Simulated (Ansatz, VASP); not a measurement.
## One calculation of H2Se, two programs

```
Se H
1.0
    14.00000    0.00000    0.00000
     0.00000   14.50000    0.00000
     0.00000    0.00000   15.00000
Se H
1 2
Direct
  0.49845 0.53645 0.50030
  0.42527 0.46300 0.49918
  0.57485 0.46611 0.50083
```

Alike in both runs: functional PBE; dispersion D3(BJ); k mesh 1 × 1 × 1; occupations gaussian, width 0.005 eV; no spin polarisation.

Ansatz relaxed the structure, and its values are those at the end. VASP's run is a single point on that final structure, the one shown.

|  | VASP | Ansatz |
| --- | --- | --- |
| version | VASP 6.6.1 | Ansatz 0.2.0 |
| potentials or method | VASP PAW PBE potentials, release 64 (Se, H), cutoff 520 eV | scalar-relativistic, plane waves, PAW |
| valence electrons in the cell | 8 | 18 |

Ansatz gave:

* gap on the k mesh at the Fermi level (eV): 4.81
* rms of the force components (eV/Å): 0.000

Q: Estimate VASP's values.

A: gap on the k mesh at the Fermi level (eV): 4.81; rms of the force components (eV/Å): 0.035.

VASP's potentials hold 8 valence electrons a cell and Ansatz's 18, so a difference there can come from the potentials and not from the codes.
